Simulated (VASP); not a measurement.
Wanted: the native input for a VASP 6.6.1 run.

```yaml
Task: relaxation of cell and atoms
Functional: PBE
Potentials_or_basis: VASP PAW PBE potentials, release 64 (Cd, Se)
Cutoff: 500 eV
k_mesh: 10 × 10 × 8
Occupations: gaussian, width 0.1 eV
Spin: no spin polarisation
Dipole_correction: no
Further_INCAR_settings: ALGO = Normal; EDIFF = 1e-07; IBRION = 2; EDIFFG = -0.01; NSW = 100; ISIF = 3
```

The structure of CdSe lies in POSCAR:

```
CdSe
1.0
    4.5805458200      0.0000000000      0.0000000000
    0.0000000000      4.5805458200      0.0000000000
    0.0000000000      0.0000000000      6.4778700200
Cd Se
2 2
Direct
    0.0000000000      0.5000000000      0.0000000000
    0.5000000000      0.0000000000      0.5000000000
    0.5000000000      0.5000000000      0.2500000000
    0.5000000000      0.5000000000      0.7500000000
```

This cell differs from its parent crystal: atoms taken out.

These files were run (other wordings do the same):

INCAR

```
  ALGO = Normal
  EDIFF = 1E-7
  EDIFFG = -0.01
  ENCUT = 500
  GGA = PE
  GGA_COMPAT = F
  IBRION = 2
  ISIF = 3
  ISMEAR = 0
  LASPH = T
  LCHARG = F
  LREAL = F
  LWAVE = F
  NELM = 120
  NELMIN = 4
  NSW = 100
  PREC = Accurate
  SIGMA = 0.1
```

KPOINTS

```
k-points
0
Gamma
  10 10 8
```

Potentials or basis: VASP PAW PBE potentials, release 64 (Cd, Se).

Launch:

```console
$ cat potpaw_PBE.64/Cd/POTCAR potpaw_PBE.64/Se/POTCAR > POTCAR
$ mpirun -np 1 vasp_std > vasp.out
```

It gave:

```
Relaxed volume                        : 30.99 Å³/atom
Relaxed cell                          : a = 4.105 Å, b = 4.105 Å, c = 7.357 Å, α = 90.00°, β = 90.00°, γ = 90.00°
Space group after relaxing (to 0.1 Å) : P4_2/mmc (No. 131)
Energy gained by relaxing             : 175.9 meV/atom
Ionic steps                           : 9
Pressure after relaxing               : 0.0 GPa
Band gap on the k mesh                : zero (bands 18 and 19 overlap by 0.66 eV)
```

Caveat: the cell differs from its parent crystal (atoms taken out); semilocal functionals underestimate gaps, and a narrow one can read as zero.

Run time: 12 min on 1 thread of Intel(R) Xeon(R) 6975P-C (Granite Rapids), with other jobs on the host, peak memory 0.43 GiB.
